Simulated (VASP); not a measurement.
Here is a VASP 6.6.1 calculation.

Contents of INCAR:

```
SYSTEM = Sb
  ALGO = Normal
  EDIFF = 1E-6
  ENCUT = 500
  GGA = PS
  GGA_COMPAT = .FALSE.
  ISIF = 2
  ISMEAR = 0
  LASPH = .TRUE.
  LCHARG = .FALSE.
  LREAL = .FALSE.
  LWAVE = .FALSE.
  NBANDS = 8
  NELM = 120
  PREC = Accurate
  SIGMA = 0.1
```

The input KPOINTS:

```
k-points
0
G
  8 8 8
  0 0 0
```

File POSCAR:

```
Sb
1.0
    5.2661127594      0.0000000000      0.0000000000
    0.0000000000      5.2661127594      0.0000000000
    0.0000000000      0.0000000000      5.2407290073
Sb
1
Direct
    0.0000000000      0.0000000000      0.0000000000
```

Potentials or basis: VASP PAW PBE potentials, release 64 (Sb).

The run is started by

```sh
$ cat potpaw_PBE.64/Sb/POTCAR > POTCAR
$ mpirun -np 1 vasp_std > vasp.out
```

(1) What does it give for the pressure?

(2) Estimate the band gap on the k mesh.

## Answers

(1) -1.6 GPa.

(2) zero (an odd number of electrons rules out a gap without spin polarisation).

Caveat: the cell differs from its parent crystal (P replaced by Sb, lengths x 1.179, strained); the PAW data sets were made with another functional, which shifts forces and pressure a little; spin-orbit coupling is left out, which moves the levels of the heavy elements.
